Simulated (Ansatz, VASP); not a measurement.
## BN: VASP beside Ansatz

```xyz
2
Lattice="0.0000 1.8048 1.8048 1.8048 0.0000 1.8048 1.8048 1.8048 0.0000" Properties=species:S:1:pos:R:3 pbc="T T T"
B     0.0000    0.0000    0.0000
N     0.9024    0.9024    0.9024
```

Alike in both runs: task single point; functional PBEsol; k mesh 8 × 8 × 8; no spin polarisation.

|  | VASP | Ansatz |
| --- | --- | --- |
| version | VASP 6.6.1 | Ansatz 0.2.0 |
| potentials or method | VASP PAW PBE potentials, release 64 (B, N) | plane waves, PAW |
| plane-wave cutoff (eV) | 520 | 420 |
| occupations | gaussian, width 0.01 eV | fixed |
| valence electrons in the cell | 8 | 8 |

Ansatz gave:

- gap on the k mesh at the Fermi level (eV): 4.29
- pressure (GPa): -1.3

**Question.** What did VASP give for the same quantities?

**Answer.** gap on the k mesh at the Fermi level (eV): 4.28; pressure (GPa): -0.7.

VASP's potentials were made for PBE, not for PBEsol.
